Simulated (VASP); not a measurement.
# Al2Si (P4_2/nmc) in VASP: single point with PBE

Aim: the single point of Al2Si with PBE.

All numbers are computed with VASP 6.6.1; they aren't measurements. Logs are shortened: lines on timing, memory, paths and dates and some standing lists are left out, and cuts for length are marked.

**1. The cell of the first run**

The structure is tetragonal, space group P4_2/nmc (No. 137). Conventional cell: a = 3.195 Å, b = 3.195 Å, c = 9.214 Å, α = 90.00°, β = 90.00°, γ = 90.00°. Al (site symmetry 2mm) has 2 Si at 1.97 Å within 2.6 Å. Within 2.6 Å of Si (site symmetry -4m2) lie 4 Al at 1.97 Å.

**2. Single point, PBE**

Input file INCAR:

```
SYSTEM = Al2Si
PREC     = Accurate       ! precision mode
ENCUT    = 520            ! plane-wave cutoff, eV
EDIFF    = 1E-7           ! SCF threshold, eV
ISMEAR   = 0              ! smearing method
SIGMA    = 0.1            ! smearing width, eV
LREAL    = .FALSE.        ! projectors in reciprocal space
LASPH    = .TRUE.         ! aspherical terms in the spheres
NELM     = 100            ! most SCF steps
ALGO     = Normal         ! electronic algorithm
ISIF     = 2              ! what is computed and relaxed
LWAVE    = .FALSE.        ! write WAVECAR
LCHARG   = .FALSE.        ! write CHGCAR
GGA      = PE             ! functional
NBANDS   = 19             ! bands
```

Input file KPOINTS:

```
Automatic mesh
0
G
  6 6 2
  0 0 0
```

Input file POSCAR:

```
Al2Si
1.0
    3.1950426400      0.0000000000      0.0000000000
    0.0000000000      3.1950426400      0.0000000000
    0.0000000000      0.0000000000      9.2138121000
Al Si
4 2
Direct
    0.0000000000      0.5000000000      0.1250000000
    0.0000000000      0.5000000000      0.6250000000
    0.5000000000      0.0000000000      0.3750000000
    0.5000000000      0.0000000000      0.8750000000
    0.0000000000      0.0000000000      0.0000000000
    0.5000000000      0.5000000000      0.5000000000
```

Potentials or basis: VASP PAW PBE potentials, release 64 (Al, Si).

Run with:

```console
$ cat potpaw_PBE.64/Al/POTCAR potpaw_PBE.64/Si/POTCAR > POTCAR
$ mpirun -np 1 vasp_std > vasp.out
```

OUTCAR:

```text
SYSTEM = Al2Si
   PREC = Accurate
   ENCUT = 520
   EDIFF = 1E-7
   ISMEAR = 0
   LREAL = .FALSE.
   LASPH = .TRUE.
   NELM = 100
   ISIF = 2
   GGA = PE

 ion  position               nearest neighbor table
   1  0.000  0.500  0.125-   5 1.97   5 1.97   3 3.23   3 3.23   4 3.23   4 3.23   3 3.23   4 3.23
                             3 3.23   4 3.23
   2  0.000  0.500  0.625-   6 1.97   6 1.97   3 3.23   3 3.23   4 3.23   3 3.23   4 3.23   4 3.23
                             3 3.23   4 3.23
   3  0.500  0.000  0.375-   6 1.97   6 1.97   1 3.23   1 3.23   2 3.23   2 3.23   1 3.23   2 3.23
                             1 3.23   2 3.23
   4  0.500  0.000  0.875-   5 1.97   5 1.97   1 3.23   1 3.23   2 3.23   1 3.23   2 3.23   2 3.23
                             1 3.23   2 3.23
   5  0.000  0.000  0.000-   1 1.97   4 1.97   1 1.97   4 1.97
   6  0.500  0.500  0.500-   2 1.97   3 1.97   3 1.97   2 1.97

  LATTYP: Found a simple tetragonal cell.
 ALAT       =     3.1950426400
 C/A-ratio  =     2.8837837670

  Lattice vectors:

 A1 = (   3.1950426400,   0.0000000000,   0.0000000000)
 A2 = (   0.0000000000,   3.1950426400,   0.0000000000)
 A3 = (   0.0000000000,   0.0000000000,   9.2138121000)

Analysis of symmetry for initial positions (statically):
=====================================================================
 Subroutine PRICEL returns:
 Original cell was already a primitive cell.

 Routine SETGRP: Setting up the symmetry group for a
 simple tetragonal supercell.

 Subroutine GETGRP returns: Found 16 space group operations
 (whereof  8 operations were pure point group operations)
 out of a pool of 16 trial point group operations.

The static configuration has the point symmetry D_2d.
 The point group associated with its full space group is D_4h.

Analysis of symmetry for dynamics (positions and initial velocities):
=====================================================================
 Subroutine PRICEL returns:
 Original cell was already a primitive cell.

 Routine SETGRP: Setting up the symmetry group for a
 simple tetragonal supercell.

 Subroutine GETGRP returns: Found 16 space group operations
 (whereof  8 operations were pure point group operations)
 out of a pool of 16 trial point group operations.

The dynamic configuration has the point symmetry D_2d.
 The point group associated with its full space group is D_4h.

 Subroutine INISYM returns: Found 16 space group operations
 (whereof  8 operations are pure point group operations),
 and found     1 'primitive' translations

----------------------------------------------------------------------------------------

                                     Primitive cell

  volume of cell :      94.0573

  direct lattice vectors                    reciprocal lattice vectors
     3.195042640  0.000000000  0.000000000     0.312984868  0.000000000  0.000000000
     0.000000000  3.195042640  0.000000000     0.000000000  0.312984868  0.000000000
     0.000000000  0.000000000  9.213812100     0.000000000  0.000000000  0.108532710

  length of vectors
     3.195042640  3.195042640  9.213812100     0.312984868  0.312984868  0.108532710

  position of ions in fractional coordinates (direct lattice)
     0.000000000  0.500000000  0.125000000
     0.000000000  0.500000000  0.625000000
     0.500000000  0.000000000  0.375000000
     0.500000000  0.000000000  0.875000000
     0.000000000  0.000000000  0.000000000
     0.500000000  0.500000000  0.500000000

  ion indices of the primitive-cell ions
   primitive index   ion index
                 1           1
                 2           2
                 3           3
                 4           4
                 5           5
                 6           6

----------------------------------------------------------------------------------------

 KPOINTS: Automatic mesh

Automatic generation of k-mesh.
 Grid dimensions read from file:
 generate k-points for:    6    6    2

 Generating k-lattice:

  Cartesian coordinates                     Fractional coordinates (reciprocal lattice)
     0.052164145  0.000000000  0.000000000     0.166666667  0.000000000  0.000000000
     0.000000000  0.052164145  0.000000000     0.000000000  0.166666667  0.000000000
     0.000000000  0.000000000  0.054266355     0.000000000  0.000000000  0.500000000

  Length of vectors
     0.052164145  0.052164145  0.054266355

  Shift w.r.t. Gamma in fractional coordinates (k-lattice)
     0.000000000  0.000000000  0.000000000

 Subroutine IBZKPT returns following result:
 ===========================================

 Found     20 irreducible k-points:

 Following reciprocal coordinates:
            Coordinates               Weight
  0.000000  0.000000  0.000000      1.000000
  0.166667  0.000000  0.000000      4.000000
  0.333333  0.000000  0.000000      4.000000
  0.500000  0.000000  0.000000      2.000000
  0.166667  0.166667  0.000000      4.000000
  0.333333  0.166667  0.000000      8.000000
[... 12 lines left out ...]
  0.500000  0.333333  0.500000      4.000000
  0.500000  0.500000  0.500000      1.000000
   k-points           NKPTS =     20   k-points in BZ     NKDIM =     20   number of bands    NBANDS=     19
   number of dos      NEDOS =    301   number of ions     NIONS =      6
   total plane-waves  NPLWV =  40320
   dimension x,y,z NGX =    24 NGY =   24 NGZ =   70
   dimension x,y,z NGXF=    48 NGYF=   48 NGZF=  140
   ions per type =               4   2
   NGX,Y,Z   is equivalent  to a cutoff of  12.49, 12.49, 12.63 a.u.
   NGXF,Y,Z  is equivalent  to a cutoff of  24.98, 24.98, 25.26 a.u.
 SYSTEM =  Al2Si
   PREC   = accura    normal or accurate (medium, high low for compatibility)
   ISTART =      0    job   : 0-new  1-cont  2-samecut
   ICHARG =      2    charge: 1-file 2-atom 10-const
   ISPIN  =      1    spin polarized calculation?
   LNONCOLLINEAR =      F non collinear calculations
   LSORBIT =      F    spin-orbit coupling
   LASPH  =      T    aspherical Exc in radial PAW
   ENCUT  =  520.0 eV  38.22 Ry    6.18 a.u.   5.94  5.94 17.13*2*pi/ulx,y,z
   NELM   =    100;   NELMIN=  2; NELMDL= -5     # of ELM steps
   EDIFF  = 0.1E-06   stopping-criterion for ELM
   LREAL  =      F    real-space projection
   EDIFFG = 0.1E-05   stopping-criterion for IOM
   NSW    =      0    number of steps for IOM
   IBRION =     -1    ionic relax: 0-MD 1-quasi-New 2-CG
   NFREE  =      0    steps in history (QN), initial steepest desc. (CG)
   ISIF   =      2    stress and relaxation
   ISYM   =      2    0-nonsym 1-usesym 2-fastsym
   POTIM  = 0.5000    time-step for ionic-motion
   TEBEG  =    0.0;   TEEND  =   0.0 temperature during run
   PSTRESS=    0.0 pullay stress
   NELECT =      20.0000    total number of electrons
   NUPDOWN=      -1.0000    fix difference up-down
   EMIN   =  10.00;   EMAX   =-10.00  energy-range for DOS
   EFERMI =   0.00;   METHOD = LEGACY
   ISMEAR =     0;   SIGMA  =   0.10  broadening in eV -4-tet -1-fermi 0-gaus
   EFERMI_NEDOS =   21; number of points for ismear=-14 and -15
   IALGO  =     38    algorithm
   IMIX   =      4    mixing-type and parameters
     AMIX     =   0.40;   BMIX     =  1.00
     AMIX_MAG =   1.60;   BMIX_MAG =  1.00
  volume/ion in A,a.u.               =      15.68       105.79
  Fermi-wavevector in a.u.,A,eV,Ry     =   0.977134  1.846515 12.990707  0.954790
  Thomas-Fermi vector in A             =   2.107807
   LORBIT       =      0    0 simple, 1 ext, 2 COOP (PROOUT), +10 PAW based schemes
   GGA     = PE    functional components
   LHFCALC =     F    Hartree Fock is set to
   AEXX    =    0.0000 exact exchange contribution
   IVDW    =     0    specifies the selected vdW correction
   LEPSILON=     F    determine dielectric tensor
   LRPA    =     F    only Hartree local field effects (RPA)
 non-spin polarized calculation
 Gauss-broadening in eV      SIGMA  =   0.10
  energy-cutoff  :      520.00
  volume of cell :       94.06
 maximum number of plane-waves:      2560
 NGX is ok and might be reduce to    24
   NGX = 11   NGY = 11   NGZ = 35

 number of electron      20.0000001 magnetization

 Free energy of the ion-electron system (eV)
  ---------------------------------------------------
  ext. energy  EPLUGINS =         0.00000000
  ---------------------------------------------------
  free energy    TOTEN  =       -10.61128023 eV

  energy without entropy =      -10.60772425  energy(sigma->0) =      -10.60950224

 E-fermi :   8.1402     XC(G=0): -10.2375

 val. band max:        8.0897020110   @ k =   0.3333   0.3333   0.0000
 cond. band min:       8.2985113094   @ k =   0.3333   0.0000   0.0000
 fundamental gap:      0.2088092984
 Fermi energy:         8.1402300110

 k-point     1 :       0.0000    0.0000    0.0000
  band No.  band energies     occupation
      1      -4.6030      2.00000
      2      -4.0782      2.00000
      3      -0.4553      2.00000
      4       2.6430      2.00000
      5       3.6787      2.00000
      6       7.5029      2.00000
[... 11 lines left out ...]
     18      13.0746      0.00000
     19      14.8125      0.00000

 k-point     2 :       0.1667    0.0000    0.0000
  band No.  band energies     occupation
      1      -4.2394      2.00000
      2      -3.7271      2.00000
      3      -0.0793      2.00000
      4       2.9256      2.00000
      5       4.0169      2.00000
      6       5.0343      2.00000
[... 11 lines left out ...]
     18      14.0065      0.00000
     19      14.2744      0.00000

 k-point     3 :       0.3333    0.0000    0.0000
  band No.  band energies     occupation
      1      -3.2046      2.00000
      2      -2.7552      2.00000
      3       0.9929      2.00000
      4       1.9545      2.00000
      5       2.4254      2.00000
      6       3.6901      2.00000
[... 11 lines left out ...]
     18      14.2645      0.00000
     19      14.9617      0.00000

 k-point     4 :       0.5000    0.0000    0.0000
  band No.  band energies     occupation
      1      -2.0492      2.00000
      2      -2.0492      2.00000
      3       0.5486      2.00000
      4       0.5486      2.00000
      5       2.7754      2.00000
      6       2.7754      2.00000
[... 11 lines left out ...]
     18      13.7965      0.00000
     19      14.7883      0.00000

 k-point     5 :       0.1667    0.1667    0.0000
  band No.  band energies     occupation
      1      -3.8769      2.00000
      2      -3.3769      2.00000
      3       0.2948      2.00000
      4       3.2063      2.00000
      5       4.3597      2.00000
      6       5.2983      2.00000
[... 11 lines left out ...]
     18      14.1173      0.00000
     19      14.5190      0.00000
[... 246 lines left out ...]
      2      -1.6910      2.00000
      3       0.7994      2.00000
      4       0.7994      2.00000
      5       3.5634      2.00000
      6       3.5634      2.00000
[... 11 lines left out ...]
     18      13.8196      0.00000
     19      14.2452      0.00000

 k-point    18 :       0.3333    0.3333    0.5000
  band No.  band energies     occupation
      1      -1.6519      2.00000
      2      -1.6519      2.00000
      3       2.9234      2.00000
      4       2.9234      2.00000
      5       3.4036      2.00000
      6       3.4036      2.00000
[... 11 lines left out ...]
     18      12.7754      0.00000
     19      14.7252      0.00000

 k-point    19 :       0.5000    0.3333    0.5000
  band No.  band energies     occupation
      1      -0.7065      2.00000
      2      -0.7065      2.00000
      3       1.7677      2.00000
      4       1.7677      2.00000
      5       4.0658      2.00000
      6       4.0658      2.00000
[... 11 lines left out ...]
     18      12.4128      0.00000
     19      12.4974      0.00000

 k-point    20 :       0.5000    0.5000    0.5000
  band No.  band energies     occupation
      1       0.2236      2.00000
      2       0.2236      2.00000
      3       2.6732      2.00000
      4       2.6732      2.00000
      5       2.6732      2.00000
      6       2.6732      2.00000
[... 11 lines left out ...]
     18      13.1594      0.00000
     19      14.1763      0.00000

------------------------ aborting loop because EDIFF is reached ----------------------------------------

  FORCE on cell =-STRESS in cart. coord.  units (eV):
  Direction    XX          YY          ZZ          XY          YZ          ZX
  --------------------------------------------------------------------------------------
  -------------------------------------------------------------------------------------
  Total       43.0327661     43.0327661     39.1137147      0.0000000     -0.0000000      0.0000000
  in kB      733.0222838    733.0222838    666.2649657      0.0000000     -0.0000000      0.0000000
  external PRESSURE =     710.7698444 kB  Pullay stress =       0.0000000 kB

 VOLUME and BASIS-vectors are now :
 -----------------------------------------------------------------------------
  energy-cutoff  :      520.00
  volume of cell :       94.06
      direct lattice vectors                 reciprocal lattice vectors
     3.195042640  0.000000000  0.000000000     0.312984868  0.000000000  0.000000000
     0.000000000  3.195042640  0.000000000     0.000000000  0.312984868  0.000000000
     0.000000000  0.000000000  9.213812100     0.000000000  0.000000000  0.108532710

 POSITION                                       TOTAL-FORCE (eV/Angst)
 -----------------------------------------------------------------------------------
      0.00000      1.59752      1.15173         0.000000     -0.000000      9.522509
      0.00000      1.59752      5.75863         0.000000      0.000000      9.522509
      1.59752      0.00000      3.45518         0.000000      0.000000     -9.522509
      1.59752      0.00000      8.06209         0.000000     -0.000000     -9.522509
      0.00000      0.00000      0.00000         0.000000     -0.000000      0.000000
      1.59752      1.59752      4.60691         0.000000      0.000000      0.000000
 -----------------------------------------------------------------------------------
    total drift:                               -0.000000      0.000000      0.000000

  FREE ENERGIE OF THE ION-ELECTRON SYSTEM (eV)
  ---------------------------------------------------
  free  energy   TOTEN  =       -10.6112802350 eV

  energy  without entropy=      -10.6077242491  energy(sigma->0) =      -10.60950224
```

Wall time 10 s (1 thread of Intel Xeon 6975P-C (Granite Rapids), shared host); peak memory 0.19 GiB.

What came out:

```
Free energy            : -10.6113 eV
Pressure               : 71.1 GPa
Largest force          : 9.523 eV/Å
Band gap on the k mesh : zero (band 10 reaches 9.38 eV, above the bottom of band 11 at 7.19 eV)
```

Forces in eV/Å, atoms in the order of the input:
```
Al   0.000  0.000  9.523
Al   0.000  0.000  9.523
Al   0.000  0.000 -9.523
Al   0.000  0.000 -9.523
Si   0.000  0.000  0.000
Si   0.000  0.000  0.000
```

Levels at points of the mesh, in eV from the Fermi level:
| k point | band 6 | band 7 | band 8 | band 9 | band 10 | band 11 | band 12 | band 13 | band 14 | band 15 |
| --- | --- | --- | --- | --- | --- | --- | --- | --- | --- | --- |
| (0.00, 0.00, 0.00) | -0.64 | -0.64 | -0.39 | -0.39 | 1.16 | 2.31 | 2.74 | 3.36 | 3.40 | 3.67 |
| (0.50, 0.00, 0.00) | -5.36 | -1.61 | -1.61 | -1.10 | -1.10 | 0.89 | 0.89 | 4.41 | 4.41 | 5.23 |
| (0.50, 0.50, 0.00) | -5.26 | -3.23 | -3.23 | -2.67 | -2.67 | -0.70 | -0.70 | 1.39 | 1.39 | 2.07 |
| (0.00, 0.00, 0.50) | -1.63 | -0.55 | -0.55 | -0.49 | -0.49 | 2.78 | 2.78 | 2.92 | 2.92 | 4.97 |
| (0.50, 0.00, 0.50) | -4.88 | -3.16 | -3.16 | 0.89 | 0.89 | 1.18 | 1.18 | 2.55 | 2.55 | 5.18 |
| (0.50, 0.50, 0.50) | -5.47 | -3.49 | -3.49 | -2.13 | -2.13 | 0.24 | 0.24 | 0.24 | 0.24 | 0.32 |

Caveat: forces of over 1 eV/Å act on the atoms, so gaps and moduli don't describe the material at rest.
